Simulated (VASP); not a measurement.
# Ti6Ge (C2) in VASP: relaxation of shape and atoms at fixed volume with PBE

Aim: the relaxation of shape and atoms at fixed volume of Ti6Ge with PBE.

Program: VASP 6.6.1. These are calculated values, not measurements. Logs are shortened: lines on timing, memory, paths and dates and some standing lists are left out, and cuts for length are marked.

**1. The cell of the first run**

It takes space group C2 (No. 5, monoclinic). Conventional cell: a = 9.143 Å, b = 4.847 Å, c = 4.912 Å, α = 90.00°, β = 97.43°, γ = 90.00°. Ti (site symmetry 1) has 12 Ti at 2.52 to 3.55 Å and 2 Ge at 2.76 to 2.77 Å within 3.6 Å. Within 3.6 Å of Ti (site symmetry 1) lie 11 Ti at 2.55 to 3.55 Å and 2 Ge at 2.60 to 2.67 Å. Within 3.4 Å of Ti (site symmetry 1) lie 11 Ti at 2.56 to 3.37 Å and 2 Ge at 2.80 to 2.87 Å. Within 3.4 Å of Ge (site symmetry 2) lie 12 Ti at 2.60 to 2.87 Å.

**2. Relaxation of shape and atoms at fixed volume, PBE (15.42 Å³/atom)**

INCAR

```
PREC     = Accurate       # precision mode
ENCUT    = 500            # plane-wave cutoff, eV
EDIFF    = 1E-7           # SCF threshold, eV
ISMEAR   = 0              # smearing method
SIGMA    = 0.1            # smearing width, eV
LREAL    = F              # projectors in reciprocal space
LASPH    = T              # aspherical terms in the spheres
NELM     = 120            # most SCF steps
ALGO     = Normal         # electronic algorithm
ISIF     = 4              # what is computed and relaxed
LWAVE    = F              # write WAVECAR
LCHARG   = F              # write CHGCAR
GGA      = PE             # functional
IBRION   = 2              # ionic algorithm
NSW      = 50             # ionic steps
EDIFFG   = -0.01          # ionic threshold
GGA_COMPAT= F            
NELMIN   = 4
```

KPOINTS

```
regular mesh
0
Gamma
  8 8 6
```

POSCAR

```
Ti6Ge
1.0
    4.5713487623     -2.4236668849      0.0053371788
    4.5713487623      2.4236668849      0.0053371788
   -0.6408736663      0.0000000000      4.8695761181
Ti Ge
6 1
Direct
    0.4651878190      0.6270882884      0.2693407309
    0.9969073711      0.5388094386      0.0774131701
    0.4611905614      0.0030926289      0.9225868299
    0.3729117116      0.5348121810      0.7306592691
    0.0473798425      0.2623602913      0.5287501181
    0.7376397087      0.9526201575      0.4712498819
    0.9180048539      0.0819951461      0.0000000000
```

Potentials or basis: VASP PAW PBE potentials, release 64 (Ti_sv, Ge_d).

Launch:

```bash
$ cat potpaw_PBE.64/Ti_sv/POTCAR potpaw_PBE.64/Ge_d/POTCAR > POTCAR
$ mpirun -np 1 vasp_std > vasp.out
```

OUTCAR:

```text
PREC = Accurate
   ENCUT = 500
   EDIFF = 1E-7
   ISMEAR = 0
   LREAL = F
   LASPH = T
   NELM = 120
   ISIF = 4
   GGA = PE
   IBRION = 2
   NSW = 50
   EDIFFG = -0.01
   NELMIN = 4

 ion  position               nearest neighbor table
   1  0.465  0.627  0.269-   4 2.52   4 2.67   3 2.72   5 2.75   2 2.75   7 2.76   7 2.77   2 2.78
                             6 2.79
   2  0.997  0.539  0.077-   3 2.55   3 2.55   6 2.56   7 2.60   7 2.67   5 2.68   4 2.72   1 2.75
                             1 2.78   5 2.87
   3  0.461  0.003  0.923-   2 2.55   2 2.55   5 2.56   7 2.60   7 2.67   6 2.68   1 2.72   4 2.75
                             4 2.78   6 2.87
   4  0.373  0.535  0.731-   1 2.52   1 2.67   2 2.72   6 2.75   3 2.75   7 2.76   7 2.77   3 2.78
                             5 2.79
   5  0.047  0.262  0.529-   3 2.56   2 2.68   1 2.75   4 2.79   7 2.80   6 2.81   7 2.87   2 2.87

   6  0.738  0.953  0.471-   2 2.56   3 2.68   4 2.75   1 2.79   7 2.80   5 2.81   7 2.87   3 2.87

   7  0.918  0.082  0.000-   2 2.60   3 2.60   3 2.67   2 2.67   1 2.76   4 2.76   4 2.77   1 2.77
                             6 2.80   5 2.80   5 2.87   6 2.87

  LATTYP: Found a base centered monoclinic cell.
 ALAT       =     9.1427037559
 B/A-ratio  =     0.5301860258
 C/A-ratio  =     0.5372116558
 COS(beta)  =    -0.1293248901

  Lattice vectors:

 A1 = (   4.5713487623,  -2.4236668849,   0.0053371788)
 A2 = (   4.5713487623,   2.4236668849,   0.0053371788)
 A3 = (  -0.6408736663,   0.0000000000,   4.8695761181)

Analysis of symmetry for initial positions (statically):
=====================================================================
 Subroutine PRICEL returns:
 Original cell was already a primitive cell.

 Routine SETGRP: Setting up the symmetry group for a
 base centered monoclinic supercell.

 Subroutine GETGRP returns: Found  2 space group operations
 (whereof  2 operations were pure point group operations)
 out of a pool of  4 trial point group operations.

The static configuration has the point symmetry C_2 .

Analysis of symmetry for dynamics (positions and initial velocities):
=====================================================================
 Subroutine PRICEL returns:
 Original cell was already a primitive cell.

 Routine SETGRP: Setting up the symmetry group for a
 base centered monoclinic supercell.

 Subroutine GETGRP returns: Found  2 space group operations
 (whereof  2 operations were pure point group operations)
 out of a pool of  4 trial point group operations.

The dynamic configuration has the point symmetry C_2 .

 Subroutine INISYM returns: Found  2 space group operations
 (whereof  2 operations are pure point group operations),
 and found     1 'primitive' translations

----------------------------------------------------------------------------------------

                                     Primitive cell

  volume of cell :     107.9208

  direct lattice vectors                    reciprocal lattice vectors
     4.571348762 -2.423666885  0.005337179     0.109360106 -0.206298977  0.014392631
     4.571348762  2.423666885  0.005337179     0.109360106  0.206298977  0.014392631
    -0.640873666  0.000000000  4.869576118    -0.000239723  0.000000000  0.205325134

  length of vectors
     5.174110471  5.174110471  4.911567023     0.233935993  0.233935993  0.205325274

  position of ions in fractional coordinates (direct lattice)
     0.465187819  0.627088288  0.269340731
     0.996907371  0.538809439  0.077413170
     0.461190561  0.003092629  0.922586830
     0.372911712  0.534812181  0.730659269
     0.047379842  0.262360291  0.528750118
     0.737639709  0.952620158  0.471249882
     0.918004854  0.081995146  0.000000000

  ion indices of the primitive-cell ions
   primitive index   ion index
                 1           1
                 2           2
                 3           3
                 4           4
                 5           5
                 6           6
                 7           7

----------------------------------------------------------------------------------------

 KPOINTS: regular mesh

Automatic generation of k-mesh.
 Grid dimensions read from file:
 generate k-points for:    8    8    6

 Generating k-lattice:

  Cartesian coordinates                     Fractional coordinates (reciprocal lattice)
     0.013670013 -0.025787372  0.001799079     0.125000000  0.000000000  0.000000000
     0.013670013  0.025787372  0.001799079     0.000000000  0.125000000  0.000000000
    -0.000039954  0.000000000  0.034220856     0.000000000  0.000000000  0.166666667

  Length of vectors
     0.029241999  0.029241999  0.034220879

  Shift w.r.t. Gamma in fractional coordinates (k-lattice)
     0.000000000  0.000000000  0.000000000

 Subroutine IBZKPT returns following result:
 ===========================================

 Found    114 irreducible k-points:

 Following reciprocal coordinates:
            Coordinates               Weight
  0.000000  0.000000  0.000000      1.000000
  0.125000 -0.000000 -0.000000      4.000000
  0.250000 -0.000000 -0.000000      4.000000
  0.375000 -0.000000 -0.000000      4.000000
  0.500000 -0.000000 -0.000000      2.000000
  0.125000  0.125000  0.000000      2.000000
[... 16 lines left out ...]
  0.125000 -0.000000  0.166667      4.000000
  0.250000 -0.000000  0.166667      4.000000
 [... further k-points ...]
   k-points           NKPTS =    114   k-points in BZ     NKDIM =    114   number of bands    NBANDS=     51
   number of dos      NEDOS =    301   number of ions     NIONS =      7
   total plane-waves  NPLWV =  57600
   dimension x,y,z NGX =    40 NGY =   40 NGZ =   36
   dimension x,y,z NGXF=    80 NGYF=   80 NGZF=   72
   ions per type =               6   1
   NGX,Y,Z   is equivalent  to a cutoff of  12.85, 12.85, 12.19 a.u.
   NGXF,Y,Z  is equivalent  to a cutoff of  25.70, 25.70, 24.37 a.u.
 SYSTEM =  unknown system
   PREC   = accura    normal or accurate (medium, high low for compatibility)
   ISTART =      0    job   : 0-new  1-cont  2-samecut
   ICHARG =      2    charge: 1-file 2-atom 10-const
   ISPIN  =      1    spin polarized calculation?
   LNONCOLLINEAR =      F non collinear calculations
   LSORBIT =      F    spin-orbit coupling
   LASPH  =      T    aspherical Exc in radial PAW
   ENCUT  =  500.0 eV  36.75 Ry    6.06 a.u.   9.43  9.43  8.95*2*pi/ulx,y,z
   NELM   =    120;   NELMIN=  4; NELMDL= -5     # of ELM steps
   EDIFF  = 0.1E-06   stopping-criterion for ELM
   LREAL  =      F    real-space projection
   EDIFFG = -.1E-01   stopping-criterion for IOM
   NSW    =     50    number of steps for IOM
   IBRION =      2    ionic relax: 0-MD 1-quasi-New 2-CG
   NFREE  =      1    steps in history (QN), initial steepest desc. (CG)
   ISIF   =      4    stress and relaxation
   ISYM   =      2    0-nonsym 1-usesym 2-fastsym
   POTIM  = 0.5000    time-step for ionic-motion
   TEBEG  =    0.0;   TEEND  =   0.0 temperature during run
   PSTRESS=    0.0 pullay stress
   NELECT =      86.0000    total number of electrons
   NUPDOWN=      -1.0000    fix difference up-down
   EMIN   =  10.00;   EMAX   =-10.00  energy-range for DOS
   EFERMI =   0.00;   METHOD = LEGACY
   ISMEAR =     0;   SIGMA  =   0.10  broadening in eV -4-tet -1-fermi 0-gaus
   EFERMI_NEDOS =   21; number of points for ismear=-14 and -15
   IALGO  =     38    algorithm
   IMIX   =      4    mixing-type and parameters
     AMIX     =   0.40;   BMIX     =  1.00
     AMIX_MAG =   1.60;   BMIX_MAG =  1.00
  volume/ion in A,a.u.               =      15.42       104.04
  Fermi-wavevector in a.u.,A,eV,Ry     =   1.517770  2.868169 31.342726  2.303625
  Thomas-Fermi vector in A             =   2.626981
   LORBIT       =      0    0 simple, 1 ext, 2 COOP (PROOUT), +10 PAW based schemes
   GGA     = PE    functional components
   LHFCALC =     F    Hartree Fock is set to
   AEXX    =    0.0000 exact exchange contribution
   IVDW    =     0    specifies the selected vdW correction
   LEPSILON=     F    determine dielectric tensor
   LRPA    =     F    only Hartree local field effects (RPA)
 conjugate gradient relaxation of ions
 non-spin polarized calculation
 Gauss-broadening in eV      SIGMA  =   0.10
  energy-cutoff  :      500.00
  volume of cell :      107.92
 maximum number of plane-waves:      2765
 NGX is ok and might be reduce to    40
   NGX = 19   NGY = 19   NGZ = 17

--------------------------------------- Ionic step        1  -------------------------------------------

 number of electron      85.9999997 magnetization

 Free energy of the ion-electron system (eV)
  ---------------------------------------------------
  ext. energy  EPLUGINS =         0.00000000
  ---------------------------------------------------
  free energy    TOTEN  =       -52.56860523 eV

  energy without entropy =      -52.53483290  energy(sigma->0) =      -52.55171906

------------------------ aborting loop because EDIFF is reached ----------------------------------------

  FORCE on cell =-STRESS in cart. coord.  units (eV):
  Direction    XX          YY          ZZ          XY          YZ          ZX
  --------------------------------------------------------------------------------------
  -------------------------------------------------------------------------------------
  Total        8.5472605      8.2089892      8.0403945      0.0000000      0.0000000      0.0706319
  in kB      126.8914486    121.8695203    119.3665867      0.0000000      0.0000000      1.0485921
  external PRESSURE =     122.7091852 kB  Pullay stress =       0.0000000 kB
[... 313 lines left out ...]
  energy  without entropy=      -52.5368094213  energy(sigma->0) =      -52.55345073

--------------------------------------- Ionic step        9  -------------------------------------------

 number of electron      85.9999997 magnetization

 Free energy of the ion-electron system (eV)
  ---------------------------------------------------
  ext. energy  EPLUGINS =         0.00000000
  ---------------------------------------------------
  free energy    TOTEN  =       -52.57011933 eV

  energy without entropy =      -52.53688449  energy(sigma->0) =      -52.55350191

 E-fermi :   9.3744     XC(G=0): -12.0830

 val. band max:        9.3723348926   @ k =   0.1250  -0.0000   0.1667
 cond. band min:       9.3752612930   @ k =   0.2500   0.1250   0.1667
 fundamental gap:      0.0029264004
 Fermi energy:         9.3744250884

 k-point     1 :       0.0000    0.0000    0.0000
  band No.  band energies     occupation
      1     -47.2423      2.00000
      2     -47.1390      2.00000
      3     -47.0539      2.00000
      4     -46.9137      2.00000
      5     -46.9098      2.00000
      6     -46.7756      2.00000
[... 1285 lines left out ...]
     50      10.8636      0.00000
     51      11.2053      0.00000

 [... further k-points ...]

------------------------ aborting loop because EDIFF is reached ----------------------------------------

  FORCE on cell =-STRESS in cart. coord.  units (eV):
  Direction    XX          YY          ZZ          XY          YZ          ZX
  --------------------------------------------------------------------------------------
  -------------------------------------------------------------------------------------
  Total        8.1735251      8.1688895      8.1626001      0.0000000      0.0000000     -0.0103705
  in kB      121.3430247    121.2742049    121.1808335      0.0000000      0.0000000     -0.1539592
  external PRESSURE =     121.2660210 kB  Pullay stress =       0.0000000 kB
[... 22 lines left out ...]
  FREE ENERGIE OF THE ION-ELECTRON SYSTEM (eV)
  ---------------------------------------------------
  free  energy   TOTEN  =       -52.5701193282 eV

  energy  without entropy=      -52.5368844880  energy(sigma->0) =      -52.55350191

 reached required accuracy - stopping structural energy minimisation
```

Run time: 27 min. Hardware: 1 thread of Intel Xeon 6975P-C (Granite Rapids), shared host; peak memory 0.57 GiB.

What came out:

```yaml
Free_energy: -52.5701 eV
Energy_gained_by_relaxing: 0.2 meV/atom
Ionic_steps: 9
Pressure_after_relaxing: 12.1 GPa
Largest_force_after_relaxing: 0.005 eV/Å
Band_gap_on_the_k_mesh: zero (bands 43 and 44 overlap by 0.20 eV)
```

Forces on the atoms (eV/Å):
```
Ti   0.001  0.001  0.000
Ti  -0.001 -0.001  0.001
Ti   0.001 -0.001 -0.001
Ti  -0.001  0.001  0.000
Ti  -0.003  0.002  0.002
Ti   0.003  0.002 -0.002
Ge   0.000 -0.004  0.000
```

The path:
| step | energy change (eV) | largest force (eV/Å) | pressure (GPa) | volume (Å³) |
| --- | --- | --- | --- | --- |
| 1 | 0.0000 | 0.0882 | 12.27 | 107.92 |
| 2 | -0.0012 | 0.0233 | 12.17 | 107.92 |
| 3 | -0.0013 | 0.0265 | 12.15 | 107.92 |
| 4 | -0.0014 | 0.0138 | 12.14 | 107.92 |
| 5 | -0.0014 | 0.0115 | 12.13 | 107.92 |
| 6 | -0.0014 | 0.0122 | 12.13 | 107.92 |
| 7 | -0.0015 | 0.0100 | 12.13 | 107.92 |
| 8 | -0.0015 | 0.0116 | 12.13 | 107.92 |
| 9 | -0.0015 | 0.0047 | 12.13 | 107.92 |

Final structure:
```xyz
7
Lattice="4.5842 -2.4219 0.0098 4.5842 2.4219 0.0098 -0.6379 0.0000 4.8589" Properties=species:S:1:pos:R:3 pbc="T T T"
Ti    4.8349    0.3962    1.3238
Ti    6.9945   -1.1153    0.3934
Ti    1.5360   -1.1153    4.4851
Ti    3.6955    0.3962    3.5547
Ti    1.0814    0.5204    2.5757
Ti    7.4491    0.5204    2.3028
Ge    4.5842   -2.0207    0.0098
```
